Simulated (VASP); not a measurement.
Crystal: AlNi3.

```
Al Ni
1.0
     0.00000    2.65438    2.65438
     2.65438    0.00000    2.65438
     2.65438    2.65438    0.00000
Al Ni
1 3
Direct
  0.50000 0.50000 0.50000
  0.25000 0.25000 0.25000
  0.00000 0.00000 0.00000
  0.75000 0.75000 0.75000
```

Base run:

| Property | Result |
| --- | --- |
| Program | VASP 6.6.1 |
| Functional | PBE |
| Potentials or basis | VASP PAW PBE potentials, release 64 (Al, Ni) |
| Cutoff | 520 eV |
| k mesh | 14 × 14 × 14 |
| Occupations | gaussian, width 0.15 eV |
| Spin | collinear spin, ferromagnetic start |
| Starting moments | [0.0, 0.375, 0.375, 0.375] μB |
| Fixed moment | 1.125 μB |

Its results: pressure 57.5 GPa; site moments Al +0.01; Ni +0.32, +0.44 (each value once) μB.

Q: The run is repeated on the same cell with these changes: fixed moment from 1.125 μB to 2.25 μB; moments at the start from [0.0, 0.38, 0.38, 0.38] to [0.0, 0.75, 0.75, 0.75]. What comes out?

A: Pressure 61.9 GPa; site moments Al +0.04; Ni +0.66, +0.79 (each value once) μB.

Caveats: the cell stands under pressure; the total moment is fixed, so each spin has its own Fermi level.
